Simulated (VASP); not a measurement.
A run of VASP 6.6.1 is set up as follows.

INCAR

```
PREC = Accurate ; ENCUT = 520
EDIFF = 1E-6 ; ISMEAR = -1
SIGMA = 0.05 ; LREAL = F
LASPH = T ; NELM = 100
ALGO = Normal ; ISIF = 2
LWAVE = F ; LCHARG = T
GGA = PE ; LELF = T
LVHAR = T ; NBANDS = 16
```

The input KPOINTS:

```
regular mesh
0
Gamma
  6 6 3
```

The input POSCAR:

```
Cs
1.0
    5.4526760872      0.0000000000      0.0000000000
   -2.7263380436      4.7221560102      0.0000000000
    0.0000000000      0.0000000000      9.0694773771
Cs
2
Direct
    0.6666666667      0.3333333333      0.7500000000
    0.3333333333      0.6666666667      0.2500000000
```

Potentials or basis: VASP PAW PBE potentials, release 64 (Cs_sv).

Command:

```bash
$ cat potpaw_PBE.64/Cs_sv/POTCAR > POTCAR
$ mpirun -np 1 vasp_std > vasp.out
```

Q: What does it give for the band gap on the k mesh?

A: Zero (bands 9 and 10 overlap by 1.41 eV).

Q: Estimate the pressure.

A: 0.0 GPa.

Stress tensor (GPa, compression positive):
```
 0.05  0.00  0.00
 0.00  0.05  0.00
 0.00  0.00 -0.04
```

Caveat: spin-orbit coupling is left out, which moves the levels of the heavy elements.
